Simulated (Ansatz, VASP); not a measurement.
# One calculation of ZrC, two programs

```xyz
2
Lattice="0.0000 2.3502 2.3502 2.3502 0.0000 2.3502 2.3502 2.3502 0.0000" Properties=species:S:1:pos:R:3 pbc="T T T"
Zr    2.3502    2.2707    2.2707
C     0.0000    0.0000    0.0000
```

Change from the starting cell: all Zr atoms moved +0.113 Å, as atom 1 towards its neighbour atom 1 (Zr) at 3.324 Å.

Alike in both runs: task single point; functional PBE; k mesh 18 × 18 × 18; occupations gaussian, width 0.15 eV; no spin polarisation.

|  | VASP | Ansatz |
| --- | --- | --- |
| version | VASP 6.6.1 | Ansatz 0.2.0 |
| potentials or method | VASP PAW PBE potentials, release 64 (Zr_sv, C), cutoff 520 eV | scalar-relativistic, plane waves, PAW |
| valence electrons in the cell | 16 | 16 |

```tsv
	VASP	Ansatz	Ansatz less VASP
gap on the k mesh at the Fermi level (eV)	none	none	-
pressure (GPa)	2.4	2.2	-0.25
traceless stress, the component that is largest in VASP (GPa)	-1.11	-1.11	+0.002
rms of the force components (eV/Å)	0.428	0.427	-0.0016
```

Atom by atom the forces differ by 0.002 eV/Å (rms over components). A gap of «none» marks a metal or a gap that the smearing closes. With one functional, cell and mesh, what is left measures potentials, basis and numerics.
